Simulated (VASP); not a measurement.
Here is a VASP 6.6.1 calculation.

Contents of INCAR:

```
  PREC = Accurate
  ENCUT = 520
  EDIFF = 1E-7
  ISMEAR = -1
  SIGMA = 0.1
  LREAL = F
  LASPH = T
  NELM = 100
  ALGO = Normal
  ISIF = 2
  LWAVE = F
  LCHARG = F
  GGA = PE
  NBANDS = 10
```

KPOINTS

```
Automatic mesh
0
Gamma
  17 17 17
```

The input POSCAR:

```
Cl
1.0
   -1.2926733387      1.2926733387      1.2926733387
    1.2926733387     -1.2926733387      1.2926733387
    1.2926733387      1.2926733387     -1.2926733387
Cl
1
Direct
    0.0000000000      0.0000000000      0.0000000000
```

Potentials or basis: VASP PAW PBE potentials, release 64 (Cl).

The run is started by

```bash
$ cat potpaw_PBE.64/Cl/POTCAR > POTCAR
$ mpirun -np 1 vasp_std > vasp.out
```

(1) What does it give for the pressure?

Results:

(1) 236.1 GPa.

Caveat: an odd number of electrons without spin polarisation forces a metal; a magnetic or distorted state may lie lower.
